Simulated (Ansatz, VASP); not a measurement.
**Two plane-wave programs on TaN**

INCAR

```
SYSTEM = TaN
ALGO = Normal
EDIFF = 1E-6
ENCUT = 520
GGA = PE
ISIF = 2
ISMEAR = 0
LASPH = .True.
LCHARG = .False.
LREAL = .False.
LWAVE = .False.
NBANDS = 15
NELM = 80
PREC = Accurate
SIGMA = 0.1
```

File KPOINTS:

```
k-points
0
Gamma
  8 8 8
  0 0 0
```

The input POSCAR:

```
TaN
1.0
    0.0000000000      2.2113230000      2.2113230000
    2.2113230000      0.0000000000      2.2113230000
    2.2113230000      2.2113230000      0.0000000000
Ta N
1 1
Direct
    0.5000000000      0.5000000000      0.5000000000
    0.0000000000      0.0000000000      0.0000000000
```

Input for Ansatz:

```yaml
crystal:
  lattice:
    - [0.0, 2.211323, 2.211323]
    - [2.211323, 0.0, 2.211323]
    - [2.211323, 2.211323, 0.0]
  atoms:
    - { symbol: Ta, position: [0.5, 0.5, 0.5] }
    - { symbol: "N", position: [0.0, 0.0, 0.0] }
basis:
  ecutwfc: 420
kpoints:
  mp_grid: { grid: [8, 8, 8] }
hamiltonian:
  xc: pbe
scf:
  occupations: { method: gaussian, width: 0.1 }
output:
  forces: true
  stress: true
  eigenvalues: true
```

Alike in both runs: task single point; functional PBE; k mesh 8 × 8 × 8; occupations gaussian, width 0.1 eV; no spin polarisation.

|  | VASP | Ansatz |
| --- | --- | --- |
| version | VASP 6.6.1 | Ansatz 0.2.0 |
| potentials or method | VASP PAW PBE potentials, release 64 (Ta_pv, N), cutoff 520 eV | scalar-relativistic, plane waves, PAW |
| valence electrons in the cell | 16 | 18 |

|  | VASP | Ansatz | Ansatz less VASP |
| --- | --- | --- | --- |
| gap on the k mesh at the Fermi level (eV) | none | none | - |
| pressure (GPa) | -0.3 | -1.1 | -0.77 |

A gap of «none» marks a metal or a gap that the smearing closes. VASP's potentials hold 16 valence electrons a cell and Ansatz's 18, so a difference there can come from the potentials and not from the codes.

Neither program's run includes spin-orbit coupling.
